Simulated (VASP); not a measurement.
The system is Zr3P2.

```xyz
10
Lattice="7.5253 0.0000 0.0000 0.0000 7.5253 0.0000 0.0000 0.0000 3.6483" Properties=species:S:1:pos:R:3 pbc="T T T"
Zr    0.0000    0.0000    0.0000
Zr    3.7627    3.7627    0.0000
Zr    1.2211    4.9837    1.8241
Zr    2.5416    1.2211    1.8241
Zr    6.3043    2.5416    1.8241
Zr    4.9837    6.3043    1.8241
P     4.7710    1.0083    0.0000
P     6.5170    4.7710    0.0000
P     2.7543    6.5170    0.0000
P     1.0083    2.7543    0.0000
```

The cell was generated, and may not be a known phase.

```yaml
Program: VASP 6.6.1
Task: relaxation of cell and atoms
Functional: PBE
Potentials_or_basis: VASP PAW PBE potentials, release 64 (Zr_sv, P)
Cutoff: 600 eV
k_mesh: 2 × 2 × 6
Occupations: gaussian, width 0.1 eV
Spin: no spin polarisation
```

At the start: pressure -15.5 GPa; volume 20.66 Å³/atom.

Question: How do energy, volume and symmetry change on relaxing?

Answer: Over 14 steps the energy falls by 177.5 meV/atom and the volume is 17.93 Å³/atom (-13.2 %); space group P4/mbm (No. 127, to 0.1 Å) before and after.

The path:
```tsv
step	energy change (eV)	largest force (eV/Å)	pressure (GPa)	volume (Å³)
1	0.0000	0.5764	-15.49	206.60
2	0.6153	0.3434	32.15	152.36
3	-1.6468	0.3487	-0.12	178.99
4	-1.6489	0.3391	0.51	178.22
5	-1.6486	0.3321	0.96	177.68
6	-1.7473	0.2390	0.72	178.06
7	-1.7592	0.1594	0.71	178.32
8	-1.7644	0.1835	0.69	178.23
9	-1.7690	0.1045	-0.87	180.22
10	-1.7702	0.1280	-0.40	179.60
11	-1.7734	0.0615	0.00	179.21
12	-1.7734	0.0706	0.05	179.16
13	-1.7743	0.0466	0.04	179.23
14	-1.7749	0.0094	0.04	179.35
```

Final structure:
```xyz
10
Lattice="7.0405 0.0000 0.0000 0.0000 7.0405 0.0000 0.0000 0.0000 3.6181" Properties=species:S:1:pos:R:3 pbc="T T T"
Zr    0.0000    0.0000    0.0000
Zr    3.5203    3.5203    0.0000
Zr    1.1185    4.6387    1.8091
Zr    2.4018    1.1185    1.8091
Zr    5.9221    2.4018    1.8091
Zr    4.6387    5.9221    1.8091
P     4.5050    0.9847    0.0000
P     6.0558    4.5050    0.0000
P     2.5355    6.0558    0.0000
P     0.9847    2.5355    0.0000
```

Caveat: the k points lie up to 0.45 Å⁻¹ apart in the final cell.
